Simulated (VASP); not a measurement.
**Rh: density of states with LDA**

Crystal: Rh.

```
Rh
1.0
     0.00000    1.87686    1.87686
     1.87686    0.00000    1.87686
     1.87686    1.87686    0.00000
Rh
1
Direct
  0.00000 0.00000 0.00000
```

```yaml
Program: VASP 6.6.1
Task: density of states
Functional: LDA
Potentials_or_basis: VASP PAW LDA potentials, release 64 (Rh_pv)
Cutoff: 520 eV
k_mesh: 17 × 17 × 17
Occupations: fermi-dirac, width 0.05 eV
Spin: no spin polarisation
Dipole_correction: no
k_mesh_for_the_DOS: 26 × 26 × 26
Occupations_for_the_DOS: tetrahedron
Further_INCAR_settings: ALGO = Normal; EDIFF = 1e-06
```

| Quantity | Value |
| --- | --- |
| Valence electrons inside the program's atomic spheres | Rh 13.86 |

Levels at points of the mesh, in eV from the Fermi level:
| k point | band 4 | band 5 | band 6 | band 7 | band 8 | band 9 | band 10 | band 11 |
| --- | --- | --- | --- | --- | --- | --- | --- | --- |
| (0.00, 0.00, 0.00) | -8.32 | -3.31 | -3.31 | -3.31 | -1.04 | -1.04 | 15.90 | 20.24 |
| (0.50, 0.00, 0.00) | -6.51 | -3.38 | -3.38 | 0.62 | 0.62 | 0.65 | 9.00 | 15.44 |
| (0.50, 0.50, 0.00) | -6.73 | -6.35 | 0.61 | 1.06 | 1.06 | 3.25 | 12.75 | 13.43 |

Run time: 46 s on 1 thread of AMD EPYC 7R13 Processor (Zen 3), on a shared host, peak memory 0.15 GiB.
